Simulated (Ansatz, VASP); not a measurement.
## C in VASP and in Ansatz

```
C
1.0
     0.00000    1.78337    1.78337
     1.78337    0.00000    1.78337
     1.78337    1.78337    0.00000
C
2
Direct
  0.77804 0.77804 0.72196
  0.50000 0.50000 0.50000
```

Alike in both runs: task single point; functional PBE; k mesh 20 × 20 × 20; occupations gaussian, width 0.02 eV; no spin polarisation.

```csv
,VASP,Ansatz
version,VASP 6.6.1,Ansatz 0.2.0
potentials or method,"VASP PAW PBE potentials, release 64 (C), cutoff 600 eV","scalar-relativistic, plane waves, PAW"
valence electrons in the cell,8,8
```

|  | VASP | Ansatz | Ansatz less VASP |
| --- | --- | --- | --- |
| pressure (GPa) | 5.2 | 5.2 | -0.02 |
| traceless stress, the component that is largest in VASP (GPa) | -4.43 | -4.18 | +0.247 |
| rms of the force components (eV/Å) | 2.103 | 2.093 | -0.0103 |

Atom by atom the forces differ by 0.010 eV/Å (rms over components). With one functional, cell and mesh, what is left measures potentials, basis and numerics. Ansatz's warnings: stress scf threshold loose.
